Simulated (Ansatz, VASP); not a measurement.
**TiO2: VASP beside Ansatz**

Contents of INCAR:

```
SYSTEM = TiO2
PREC = Accurate
ENCUT = 520
EDIFF = 1E-6
ISMEAR = 0
SIGMA = 0.05
LREAL = .False.
LASPH = .True.
NELM = 150
ALGO = Normal
ISIF = 2
LWAVE = .False.
LCHARG = .False.
LMAXMIX = 4
LDAU = .True.
LDAUTYPE = 2
LDAUL = 2 -1
LDAUU = 4 0
LDAUJ = 0 0
LDAUPRINT = 1
GGA = PE
NBANDS = 33
```

KPOINTS

```
regular mesh
0
Gamma
  6 6 10
  0 0 0
```

The input POSCAR:

```
TiO2
1.0
    4.6403824160      0.0000000000      0.0000000000
    0.0000000000      4.6403824160      0.0000000000
    0.0000000000      0.0000000000      3.0063836354
Ti O
2 4
Direct
   -0.1292996883      0.0000000000     -0.0997876640
    0.5000000000      0.5000000000      0.5000000000
    0.3056475974      0.3056475974      0.0000000000
    0.1943524026      0.8056475974      0.5000000000
    0.6943524026      0.6943524026      0.0000000000
    0.8056475974      0.1943524026      0.5000000000
```

Input for Ansatz:

```yaml
crystal:
  lattice:
    - [4.640382412, 0.0, 0.0]
    - [0.0, 4.640382412, 0.0]
    - [0.0, 0.0, 3.0063836717]
  atoms:
    - { symbol: Ti, position: [-0.1292996884, 0.0, -0.0997876628] }
    - { symbol: Ti, position: [0.5, 0.5, 0.5] }
    - { symbol: O, position: [0.3056475955, 0.3056475955, 0.0] }
    - { symbol: O, position: [0.1943524045, 0.8056475955, 0.5] }
    - { symbol: O, position: [0.6943524045, 0.6943524045, 0.0] }
    - { symbol: O, position: [0.8056475955, 0.1943524045, 0.5] }
basis:
  ecutwfc: 420
kpoints:
  mp_grid: { grid: [6, 6, 10] }
hamiltonian:
  xc: pbe
  hubbard: { sites: [{ species: Ti, l: d, u_eff: 4.0 }] }
scf:
  occupations: { method: gaussian, width: 0.05 }
output:
  forces: true
  stress: true
  eigenvalues: true
```

Alike in both runs: task single point; functional PBE; k mesh 6 × 6 × 10; occupations gaussian, width 0.05 eV; no spin polarisation; Hubbard terms Ti d U = 4.0 eV.

|  | VASP | Ansatz |
| --- | --- | --- |
| version | VASP 6.6.1 | Ansatz 0.2.0 |
| potentials or method | VASP PAW PBE potentials, release 64 (Ti_sv, O), cutoff 520 eV | scalar-relativistic, plane waves, PAW |
| valence electrons in the cell | 48 | 48 |

```csv
,VASP,Ansatz,Ansatz less VASP
gap on the k mesh at the Fermi level (eV),1.59,1.57,-0.025
least direct gap on the mesh (eV),1.74,1.74,+0.003
rms of the force components (eV/Å),5.298,4.886,-0.4122
```

The programs project onto different local orbitals, so the same U acts differently, and such runs can settle in different states. Atom by atom the forces differ by 0.481 eV/Å (rms over components).
